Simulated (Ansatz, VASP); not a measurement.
## Two plane-wave programs on Si4Se

```
CELL_PARAMETERS angstrom
5.13051 0.00000 0.00000
-2.56526 4.44315 0.00000
0.00000 0.00000 4.61517
ATOMIC_POSITIONS crystal
Si 0.83142 0.16858 0.00000
Si 0.83142 0.66283 0.00000
Si 0.33717 0.16858 0.00000
Si 0.33333 0.66667 0.00000
Se 0.00000 0.00000 0.50000
```

Alike in both runs: functional PBE; k mesh 6 × 6 × 4; occupations gaussian, width 0.1 eV; no spin polarisation.

Ansatz relaxed the structure, and its values are those at the end. VASP's run is a single point on that final structure, the one shown.

```csv
,VASP,Ansatz
version,VASP 6.6.1,Ansatz 0.2.0
potentials or method,"VASP PAW PBE potentials, release 64 (Si, Se), cutoff 520 eV","scalar-relativistic, plane waves, PAW"
valence electrons in the cell,22,32
```

|  | VASP | Ansatz | Ansatz less VASP |
| --- | --- | --- | --- |
| gap on the k mesh at the Fermi level (eV) | none | none | - |
| pressure (GPa) | 0.2 | 0.2 | +0.01 |
| rms of the force components (eV/Å) | 0.005 | 0.006 | +0.0006 |

A gap of «none» marks a metal or a gap that the smearing closes. With one functional, cell and mesh, what is left measures potentials, basis and numerics. VASP's potentials hold 22 valence electrons a cell and Ansatz's 32, so a difference there can come from the potentials and not from the codes.
